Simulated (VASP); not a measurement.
# AlN (Pm) in VASP: a series of runs

AlN is run at these levels: PBE; tasks: single point.

Everything below comes from runs of VASP 6.6.1. Logs are shortened: lines on timing, memory, paths and dates and some standing lists are left out, and cuts for length are marked.

### Step 1. The cell of the first run

Symmetry: Pm, No. 6, monoclinic system. Conventional cell: a = 3.313 Å, b = 4.187 Å, c = 5.739 Å, α = 90.00°, β = 90.00°, γ = 90.00°. Al (site symmetry m) has 1 N at 1.20 Å within 1.6 Å. Al (site symmetry m) has 5 N at 1.91 to 2.09 Å within 2.5 Å. Within 2.5 Å of Al (site symmetry m) lie 5 N at 1.91 to 2.09 Å. Within 2.5 Å of Al (site symmetry m) lie 5 N at 1.91 to 2.09 Å and 2 Al at 2.41 Å. N (site symmetry m) has 5 Al at 1.91 to 2.24 Å within 2.5 Å. Within 2.5 Å of N (site symmetry m) lie 5 Al at 1.91 to 2.09 Å. Within 2.5 Å of N (site symmetry m) lie 4 Al at 1.91 to 2.19 Å. N (site symmetry m) has 1 Al at 1.20 Å within 1.6 Å.

### Step 2. Single point, PBE (atom 1 (Al) moved by -0.504 Å along [1 0 0] and -0.630 Å along [1 2 0])

The input, INCAR:

```
ALGO     = Normal         # electronic algorithm
EDIFF    = 1E-6           # SCF threshold, eV
ENCUT    = 520            # plane-wave cutoff, eV
GGA      = PE             # functional
ISIF     = 2              # what is computed and relaxed
ISMEAR   = 0              # smearing method
LASPH    = T              # aspherical terms in the spheres
LCHARG   = T              # write CHGCAR
LELF     = T              # ELF
LREAL    = F              # projectors in reciprocal space
LVHAR    = T            
LWAVE    = F              # write WAVECAR
NBANDS   = 26             # bands
NELM     = 100            # most SCF steps
PREC     = Accurate       # precision mode
SIGMA    = 0.05           # smearing width, eV
```

The input, KPOINTS:

```
k-points
0
Gamma
  8 6 4
```

The input, POSCAR:

```
AlN
1.0
   -1.6567491617      2.8695737234      0.0000000000
    0.0000000000      0.0000000000      4.1874629526
    4.9702474850      2.8695737234      0.0000000000
Al N
4 4
Direct
    0.4113939481      0.7500000000      0.0357279148
    0.0000000000      0.7500000000      0.6666666667
    0.0000000000      0.2500000000      0.3333333333
    0.5000000000      0.2500000000      0.8333333333
    0.5000000000      0.2500000000      0.1666666667
    0.0000000000      0.2500000000      0.6666666667
    0.0000000000      0.7500000000      0.3333333333
    0.5000000000      0.7500000000      0.8333333333
```

Potentials or basis: VASP PAW PBE potentials, release 64 (Al, N).

Command:

```sh
cat potpaw_PBE.64/Al/POTCAR potpaw_PBE.64/N/POTCAR > POTCAR
mpirun -np 1 vasp_std > vasp.out
```

OUTCAR:

```text
EDIFF = 1E-6
   ENCUT = 520
   GGA = PE
   ISIF = 2
   ISMEAR = 0
   LASPH = T
   LREAL = F
   NELM = 100
   PREC = Accurate

 ion  position               nearest neighbor table
   1  0.411  0.750  0.036-   8 1.20   7 2.19   5 2.24   5 2.24   4 2.41   4 2.41   2 2.52   2 2.88
                             3 3.03   3 3.03   3 3.33   3 3.33
   2  0.000  0.750  0.667-   8 1.91   8 1.91   7 1.91   6 2.09   6 2.09   1 2.52   4 2.84   4 2.84
                             4 2.84   4 2.84   3 2.84   3 2.84   1 2.88
   3  0.000  0.250  0.333-   5 1.91   5 1.91   6 1.91   7 2.09   7 2.09   2 2.84   2 2.84   1 3.03
                             1 3.03   4 3.31   4 3.31   4 3.31   4 3.31   1 3.33   1 3.33
   4  0.500  0.250  0.833-   6 1.91   6 1.91   5 1.91   8 2.09   8 2.09   1 2.41   1 2.41   2 2.84
                             2 2.84   2 2.84   2 2.84   3 3.31   3 3.31   3 3.31   3 3.31
   5  0.500  0.250  0.167-   3 1.91   3 1.91   4 1.91   1 2.24   1 2.24
   6  0.000  0.250  0.667-   4 1.91   4 1.91   3 1.91   2 2.09   2 2.09
   7  0.000  0.750  0.333-   2 1.91   3 2.09   3 2.09   1 2.19
   8  0.500  0.750  0.833-   1 1.20   2 1.91   2 1.91   4 2.09   4 2.09

 -----------------------------------------------------------------------------
|                                                                             |
|           W    W    AA    RRRRR   N    N  II  N    N   GGGG   !!!           |
|           W    W   A  A   R    R  NN   N  II  NN   N  G    G  !!!           |
|           W    W  A    A  R    R  N N  N  II  N N  N  G       !!!           |
|           W WW W  AAAAAA  RRRRR   N  N N  II  N  N N  G  GGG   !            |
|           WW  WW  A    A  R   R   N   NN  II  N   NN  G    G                |
|           W    W  A    A  R    R  N    N  II  N    N   GGGG   !!!           |
|                                                                             |
|     The distance between some ions is very small. Please check the          |
|     nearest-neighbor list in the OUTCAR file.                               |
|     I HOPE YOU KNOW WHAT YOU ARE DOING!                                     |
|                                                                             |
 -----------------------------------------------------------------------------

  LATTYP: Found a simple orthorhombic cell.
 ALAT       =     3.3134983233
 B/A-ratio  =     1.2637588868
 C/A-ratio  =     1.7320508076

  Lattice vectors:

 A1 = (  -1.6567491617,   2.8695737234,   0.0000000000)
 A2 = (   0.0000000000,   0.0000000000,   4.1874629526)
 A3 = (   4.9702474850,   2.8695737234,   0.0000000000)

Analysis of symmetry for initial positions (statically):
=====================================================================
 Subroutine PRICEL returns:
 Original cell was already a primitive cell.

 Routine SETGRP: Setting up the symmetry group for a
 simple orthorhombic supercell.

 Subroutine GETGRP returns: Found  2 space group operations
 (whereof  1 operations were pure point group operations)
 out of a pool of  8 trial point group operations.

The static configuration has the point symmetry C_1 .
 The point group associated with its full space group is C_1h.

Analysis of symmetry for dynamics (positions and initial velocities):
=====================================================================
 Subroutine PRICEL returns:
 Original cell was already a primitive cell.

 Routine SETGRP: Setting up the symmetry group for a
 simple orthorhombic supercell.

 Subroutine GETGRP returns: Found  2 space group operations
 (whereof  1 operations were pure point group operations)
 out of a pool of  8 trial point group operations.

The dynamic configuration has the point symmetry C_1 .
 The point group associated with its full space group is C_1h.

 Subroutine INISYM returns: Found  2 space group operations
 (whereof  1 operations are pure point group operations),
 and found     1 'primitive' translations

----------------------------------------------------------------------------------------

                                     Primitive cell

  volume of cell :      79.6315

  direct lattice vectors                    reciprocal lattice vectors
    -1.656749162  2.869573723  0.000000000    -0.150897919  0.261362862  0.000000000
     0.000000000  0.000000000  4.187462953     0.000000000  0.000000000  0.238808083
     4.970247485  2.869573723  0.000000000     0.150897919  0.087120954  0.000000000

  length of vectors
     3.313498323  4.187462953  5.739147447     0.301795837  0.238808083  0.174241908

  position of ions in fractional coordinates (direct lattice)
     0.411393948  0.750000000  0.035727915
     0.000000000  0.750000000  0.666666667
     0.000000000  0.250000000  0.333333333
[... 31 lines left out ...]

  Length of vectors
     0.037724480  0.039801347  0.043560477

  Shift w.r.t. Gamma in fractional coordinates (k-lattice)
     0.000000000  0.000000000  0.000000000

 Subroutine IBZKPT returns following result:
 ===========================================

 Found     72 irreducible k-points:

 Following reciprocal coordinates:
            Coordinates               Weight
  0.000000  0.000000  0.000000      1.000000
  0.125000  0.000000 -0.000000      2.000000
  0.250000  0.000000 -0.000000      2.000000
  0.375000  0.000000 -0.000000      2.000000
  0.500000  0.000000 -0.000000      1.000000
  0.000000  0.166667  0.000000      2.000000
[... 16 lines left out ...]
  0.125000  0.000000 -0.250000      2.000000
  0.250000  0.000000  0.250000      2.000000
 [... further k-points ...]
   k-points           NKPTS =     72   k-points in BZ     NKDIM =     72   number of bands    NBANDS=     26
   number of dos      NEDOS =    301   number of ions     NIONS =      8
   total plane-waves  NPLWV =  43008
   dimension x,y,z NGX =    28 NGY =   32 NGZ =   48
   dimension x,y,z NGXF=    56 NGYF=   64 NGZF=   96
   ions per type =               4   4
   NGX,Y,Z   is equivalent  to a cutoff of  14.05, 12.70, 13.90 a.u.
   NGXF,Y,Z  is equivalent  to a cutoff of  28.10, 25.41, 27.81 a.u.
 SYSTEM =  unknown system
   PREC   = accura    normal or accurate (medium, high low for compatibility)
   ISTART =      0    job   : 0-new  1-cont  2-samecut
   ICHARG =      2    charge: 1-file 2-atom 10-const
   ISPIN  =      1    spin polarized calculation?
   LNONCOLLINEAR =      F non collinear calculations
   LSORBIT =      F    spin-orbit coupling
   LASPH  =      T    aspherical Exc in radial PAW
   ENCUT  =  520.0 eV  38.22 Ry    6.18 a.u.   6.16  7.79 10.67*2*pi/ulx,y,z
   NELM   =    100;   NELMIN=  2; NELMDL= -5     # of ELM steps
   EDIFF  = 0.1E-05   stopping-criterion for ELM
   LREAL  =      F    real-space projection
   EDIFFG = 0.1E-04   stopping-criterion for IOM
   NSW    =      0    number of steps for IOM
   IBRION =     -1    ionic relax: 0-MD 1-quasi-New 2-CG
   NFREE  =      0    steps in history (QN), initial steepest desc. (CG)
   ISIF   =      2    stress and relaxation
   ISYM   =      2    0-nonsym 1-usesym 2-fastsym
   POTIM  = 0.5000    time-step for ionic-motion
   TEBEG  =    0.0;   TEEND  =   0.0 temperature during run
   PSTRESS=    0.0 pullay stress
   NELECT =      32.0000    total number of electrons
   NUPDOWN=      -1.0000    fix difference up-down
   EMIN   =  10.00;   EMAX   =-10.00  energy-range for DOS
   EFERMI =   0.00;   METHOD = LEGACY
   ISMEAR =     0;   SIGMA  =   0.05  broadening in eV -4-tet -1-fermi 0-gaus
   EFERMI_NEDOS =   21; number of points for ismear=-14 and -15
   IALGO  =     38    algorithm
   IMIX   =      4    mixing-type and parameters
     AMIX     =   0.40;   BMIX     =  1.00
     AMIX_MAG =   1.60;   BMIX_MAG =  1.00
  volume/ion in A,a.u.               =       9.95        67.17
  Fermi-wavevector in a.u.,A,eV,Ry     =   1.208082  2.282944 19.857191  1.459462
  Thomas-Fermi vector in A             =   2.343701
   LORBIT       =      0    0 simple, 1 ext, 2 COOP (PROOUT), +10 PAW based schemes
   GGA     = PE    functional components
   LHFCALC =     F    Hartree Fock is set to
   AEXX    =    0.0000 exact exchange contribution
   IVDW    =     0    specifies the selected vdW correction
   LEPSILON=     F    determine dielectric tensor
   LRPA    =     F    only Hartree local field effects (RPA)
 non-spin polarized calculation
 Gauss-broadening in eV      SIGMA  =   0.05
  energy-cutoff  :      520.00
  volume of cell :       79.63
 maximum number of plane-waves:      2174
 NGX is ok and might be reduce to    28
   NGX = 13   NGY = 15   NGZ = 21

 number of electron      31.9999993 magnetization

 Free energy of the ion-electron system (eV)
  ---------------------------------------------------
  ext. energy  EPLUGINS =         0.00000000
  ---------------------------------------------------
  free energy    TOTEN  =       -43.50538713 eV

  energy without entropy =      -43.50538713  energy(sigma->0) =      -43.50538713

 E-fermi :   9.0758     XC(G=0): -11.1296

 val. band max:        8.9076631773   @ k =   0.0000   0.0000   0.5000
 cond. band min:       9.2436497630   @ k =   0.0000   0.0000   0.0000
 fundamental gap:      0.3359865857
 Fermi energy:         9.0757625438

 k-point     1 :       0.0000    0.0000    0.0000
  band No.  band energies     occupation
      1     -10.0440      2.00000
      2      -7.0148      2.00000
      3      -6.4081      2.00000
      4      -4.0712      2.00000
      5      -0.3833      2.00000
      6       1.3421      2.00000
[... 685 lines left out ...]
     25      17.1805      0.00000
     26      17.6572      0.00000

 [... further k-points ...]

------------------------ aborting loop because EDIFF is reached ----------------------------------------

  FORCE on cell =-STRESS in cart. coord.  units (eV):
  Direction    XX          YY          ZZ          XY          YZ          ZX
  --------------------------------------------------------------------------------------
  -------------------------------------------------------------------------------------
  Total       62.5655067      5.7761394      1.7095370     17.7440614      0.0000000      0.0000000
  in kB     1258.8107212    116.2152524     34.3956848    357.0084516      0.0000000      0.0000000
  external PRESSURE =     469.8072195 kB  Pullay stress =       0.0000000 kB

 VOLUME and BASIS-vectors are now :
 -----------------------------------------------------------------------------
  energy-cutoff  :      520.00
  volume of cell :       79.63
      direct lattice vectors                 reciprocal lattice vectors
    -1.656749162  2.869573723  0.000000000    -0.150897919  0.261362862  0.000000000
     0.000000000  0.000000000  4.187462953     0.000000000  0.000000000  0.238808083
     4.970247485  2.869573723  0.000000000     0.150897919  0.087120954  0.000000000

 POSITION                                       TOTAL-FORCE (eV/Angst)
 -----------------------------------------------------------------------------------
     -0.50400      1.28305      3.14060        63.962782     21.515677      0.000000
      3.31350      1.91305      3.14060        -3.766958     -2.733715      0.000000
      1.65675      0.95652      1.04687        -0.859470     -0.661123      0.000000
      3.31350      3.82610      1.04687        -0.839743      0.245564      0.000000
      0.00000      1.91305      1.04687        -2.487138     -2.284174      0.000000
      3.31350      1.91305      1.04687         1.471116      0.862451      0.000000
      1.65675      0.95652      3.14060        -1.051257     -0.158098      0.000000
      3.31350      3.82610      3.14060       -56.429330    -16.786582      0.000000
 -----------------------------------------------------------------------------------
    total drift:                               -0.001262     -0.000102      0.000000

  FREE ENERGIE OF THE ION-ELECTRON SYSTEM (eV)
  ---------------------------------------------------
  free  energy   TOTEN  =       -43.5053871337 eV

  energy  without entropy=      -43.5053871299  energy(sigma->0) =      -43.50538713
```

Wall time 57 s (1 thread of Intel Xeon 6975P-C (Granite Rapids), shared host); peak memory 0.25 GiB.

What came out:

| Quantity | Value |
| --- | --- |
| Free energy | -43.5054 eV |
| Pressure | 47.0 GPa |
| Largest force | 67.485 eV/Å |
| Band gap on the k mesh | 0.34 eV, indirect (least direct gap 0.41 eV) |

Forces on the atoms (eV/Å):
```
Al   63.963  21.516   0.000
Al   -3.767  -2.734   0.000
Al   -0.859  -0.661   0.000
Al   -0.840   0.246   0.000
N    -2.487  -2.284   0.000
N     1.471   0.862   0.000
N    -1.051  -0.158   0.000
N   -56.429 -16.787   0.000
```

Stress tensor (GPa, compression positive):
```
125.88  35.70   0.00
 35.70  11.62   0.00
  0.00   0.00   3.44
```

Caveat: the cell differs from its parent crystal (atom 1 (Al) moved by -0.504 Å along [1 0 0] and -0.630 Å along [1 2 0]); forces of over 1 eV/Å act on the atoms, so gaps and moduli don't describe the material at rest. A k mesh can miss the band edges.

### Step 3. Single point, PBE (atom 1 (Al) moved by -0.630 Å along [1 0 0] and +0.504 Å along [1 2 0])

The input, INCAR:

```
SYSTEM = AlN
PREC = Accurate
ENCUT = 520
EDIFF = 1E-7
ISMEAR = 0
SIGMA = 0.05
LREAL = .False.
LASPH = .True.
NELM = 100
ALGO = Normal
ISIF = 2
LWAVE = .False.
LCHARG = .False.
GGA = PE
NBANDS = 26
```

The input, KPOINTS:

```
Automatic mesh
0
Gamma
  8 6 4
  0 0 0
```

Edit POSCAR of step 2 so:

```diff
@@ -8,3 +8,3 @@
 Direct
-    0.4113939481      0.7500000000      0.0357279148
+    0.7267925709      0.7500000000      0.1155099388
     0.0000000000      0.7500000000      0.6666666667
```

Potentials or basis: VASP PAW PBE potentials, release 64 (Al, N).

Command:

```sh
cat potpaw_PBE.64/Al/POTCAR potpaw_PBE.64/N/POTCAR > POTCAR
mpirun -np 1 vasp_std > vasp.out
```

Wall time 62 s (1 thread of Intel Xeon 6975P-C (Granite Rapids), shared host); peak memory 0.26 GiB.

The run converged. Its results:

* Free energy: -55.1641 eV
* Pressure: 12.4 GPa
* Largest force: 9.866 eV/Å
* Band gap on the k mesh: 1.77 eV, direct

Forces in eV/Å, atoms in the order of the input:
```
Al   0.812 -9.137  0.000
Al  -2.254 -0.870  0.000
Al  -0.168  0.818  0.000
Al   0.399 -0.351  0.000
N   -1.940  0.755  0.000
N    0.426  0.312  0.000
N    4.050  8.997  0.000
N   -1.325 -0.524  0.000
```

Stress tensor (GPa, compression positive):
```
 7.53 16.52  0.00
16.52 27.39  0.00
 0.00  0.00  2.38
```

Levels at points of the mesh, in eV from the valence-band top:
```csv
k point,band 14,band 15,band 16,band 17,band 18,band 19
"(0.00, 0.00, 0.00)",-1.82,-0.57,0.00,1.77,3.62,4.25
"(0.50, 0.00, 0.00)",-2.54,-2.04,-1.93,4.19,4.29,6.06
"(0.00, 0.50, 0.00)",-2.00,-1.71,-1.06,3.09,4.26,5.38
"(0.50, 0.50, 0.00)",-1.54,-1.05,-0.32,4.29,4.83,6.32
"(0.00, 0.00, 0.50)",-1.68,-0.71,-0.50,2.70,4.84,5.40
"(0.50, 0.00, 0.50)",-2.20,-1.93,-1.23,2.83,4.09,5.44
"(0.00, 0.50, 0.50)",-1.91,-1.73,-1.14,2.91,4.25,5.13
"(0.50, 0.50, 0.50)",-2.27,-1.77,-0.88,3.55,3.93,5.27
```

Caveat: the cell differs from its parent crystal (atom 1 (Al) moved by -0.630 Å along [1 0 0] and +0.504 Å along [1 2 0]); forces of over 1 eV/Å act on the atoms, so gaps and moduli don't describe the material at rest. A k mesh can miss the band edges.

### Step 4. Single point, PBE (atom 1 (Al) moved by -0.252 Å along [1 0 0] and +0.126 Å along [1 2 0])

The input, INCAR:

```
PREC = Accurate ; ENCUT = 520
EDIFF = 1E-6 ; ISMEAR = 0
SIGMA = 0.05 ; LREAL = False
LASPH = True ; NELM = 80
ALGO = Normal ; ISIF = 2
LWAVE = False ; LCHARG = True
GGA = PE ; LELF = True
LVHAR = True ; NBANDS = 26
```

The input, KPOINTS:

```
regular mesh
0
Gamma
  8 6 4
```

Edit POSCAR of step 3 so:

```diff
@@ -8,3 +8,3 @@
 Direct
-    0.7267925709      0.7500000000      0.1155099388
+    0.5709579960      0.7500000000      0.1396176314
     0.0000000000      0.7500000000      0.6666666667
```

Command:

```sh
cat potpaw_PBE.64/Al/POTCAR potpaw_PBE.64/N/POTCAR > POTCAR
mpirun -np 1 vasp_std > vasp.out
```

Run time: 58 s. Hardware: 1 thread of Intel Xeon 6975P-C (Granite Rapids), shared host; peak memory 0.25 GiB.

Results (log left out):

```yaml
Free_energy: -58.0494 eV
Pressure: 2.3 GPa
Largest_force: 3.941 eV/Å
Band_gap_on_the_k_mesh: 3.04 eV, direct
```

Forces in eV/Å, atoms in the order of the input:
```
Al   3.874 -0.723  0.000
Al  -0.835 -0.373  0.000
Al  -0.256  0.322  0.000
Al  -0.004 -0.220  0.000
N   -0.867  0.106  0.000
N    0.261  0.194  0.000
N   -0.649  1.415  0.000
N   -1.523 -0.720  0.000
```

Stress tensor (GPa, compression positive):
```
1.42 4.83 0.00
4.83 5.37 0.00
0.00 0.00 0.06
```

Levels at points of the mesh, in eV from the valence-band top:
```
           k point  band 12  band 13  band 14  band 15  band 16  band 17  band 18  band 19  band 20  band 21
(0.00, 0.00, 0.00)    -2.99    -1.87    -1.68    -0.98     0.00     3.04     3.82     4.37     6.95     7.06
(0.50, 0.00, 0.00)    -3.72    -2.73    -2.44    -2.25    -2.17     5.32     5.50     5.88     6.12     7.85
(0.00, 0.50, 0.00)    -2.49    -2.47    -1.93    -1.73    -1.56     4.66     4.95     5.61     5.77     8.26
(0.50, 0.50, 0.00)    -4.44    -1.30    -1.20    -0.85    -0.84     5.67     5.79     6.29     6.39     8.64
(0.00, 0.00, 0.50)    -3.16    -1.74    -1.36    -0.92    -0.92     4.29     4.90     5.90     5.98     7.67
(0.50, 0.00, 0.50)    -3.92    -2.95    -2.66    -1.62    -1.36     3.60     4.05     6.75     6.98     7.02
(0.00, 0.50, 0.50)    -2.18    -2.09    -2.05    -1.69    -1.60     4.64     5.18     5.33     5.86     8.79
(0.50, 0.50, 0.50)    -3.10    -2.02    -1.95    -1.53    -1.43     4.70     4.82     5.23     5.39     9.04
```

Caveat: the cell differs from its parent crystal (atom 1 (Al) moved by -0.252 Å along [1 0 0] and +0.126 Å along [1 2 0]); forces of over 1 eV/Å act on the atoms, so gaps and moduli don't describe the material at rest.

(Continued in part 2 of 2.)
